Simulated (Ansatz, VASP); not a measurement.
Os in VASP and in Ansatz

```
CELL_PARAMETERS angstrom
0.00000 2.66317 2.66317
2.66317 0.00000 2.66317
2.66317 2.66317 0.00000
ATOMIC_POSITIONS crystal
Os 0.12500 0.12500 0.12500
Os 0.87500 0.87500 0.87500
```

Alike in both runs: task relaxation of cell and atoms; functional RPBE; k mesh 10 × 10 × 10; occupations fermi-dirac, width 0.1 eV; no spin polarisation.

|  | VASP | Ansatz |
| --- | --- | --- |
| version | VASP 6.6.1 | Ansatz 0.2.0 |
| potentials or method | VASP PAW PBE potentials, release 64 (Os_sv_GW), cutoff 560 eV | plane waves (420 eV) with PAW, scalar-relativistic |
| valence electrons in the cell | 32 | 32 |

VASP gave:

```
relaxed volume (Å³/atom)                                                      : 21.57
relaxed length of the cell vector where the two differ most in proportion (Å) : 3.937
```

Problem. What did Ansatz give for the same quantities?

Solution. Relaxed volume (Å³/atom): 21.72; relaxed length of the cell vector where the two differ most in proportion (Å): 3.946.

VASP's potentials were made for PBE, not for RPBE.

Neither program's run includes spin-orbit coupling.
